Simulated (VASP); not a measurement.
Input of a VASP 6.6.1 run:

File POSCAR:

```
Si
1.0
    0.0000000000      2.7135600000      2.7135600000
    2.7135600000      0.0000000000      2.7135600000
    2.7135600000      2.7135600000      0.0000000000
Si
2
Direct
    0.7500000000      0.7500000000      0.7500000000
    0.5000000000      0.5000000000      0.5000000000
```

The input INCAR.step1:

```
SYSTEM = Si
ALGO = Normal
EDIFF = 1E-5
EDIFFG = -0.005
ENCUT = 550
GGA = PE
GGA_COMPAT = .False.
IBRION = 2
ISIF = 3
ISMEAR = -1
LASPH = .True.
LCHARG = .False.
LREAL = .False.
LWAVE = .True.
NELM = 120
NELMIN = 4
NSW = 100
PREC = Accurate
SIGMA = 0.02
```

The input INCAR.step2:

```
SYSTEM = Si
ALGO = Normal
EDIFF = 1E-7
EDIFFG = -0.01
ENCUT = 550
GGA_COMPAT = .False.
IBRION = 2
ISIF = 3
ISMEAR = -1
ISTART = 1
LASPH = .True.
LCHARG = .False.
LMIXTAU = .True.
LREAL = .False.
LWAVE = .False.
METAGGA = R2SCAN
NELM = 120
NELMIN = 4
NSW = 80
PREC = Accurate
SIGMA = 0.02
```

The input KPOINTS:

```
k-points
0
Gamma
  8 8 8
  0 0 0
```

Potentials or basis: VASP PAW PBE potentials, release 64 (Si).

Run with:

```bash
$ cat potpaw_PBE.64/Si/POTCAR > POTCAR
$ cp INCAR.step1 INCAR
$ mpirun -np 1 vasp_std > vasp.out
$ cp INCAR.step2 INCAR
$ mpirun -np 1 vasp_std > vasp.out
```

Question: Estimate the relaxed volume.

Answer: 20.12 Å³/atom.

Question: What does it give for the relaxed cell?

Answer: a = 3.847 Å, b = 3.847 Å, c = 3.847 Å, α = 60.00°, β = 60.00°, γ = 60.00°.

Question: Estimate the band gap on the k mesh.

Answer: 0.82 eV, indirect (least direct gap 2.76 eV).

Final structure:
```
CELL_PARAMETERS angstrom
0.00000 2.71992 2.71992
2.71992 0.00000 2.71992
2.71992 2.71992 0.00000
ATOMIC_POSITIONS crystal
Si 0.75000 0.75000 0.75000
Si 0.50000 0.50000 0.50000
```

Caveat: the PAW data sets were made with another functional, which shifts forces and pressure a little. A k mesh can miss the band edges.
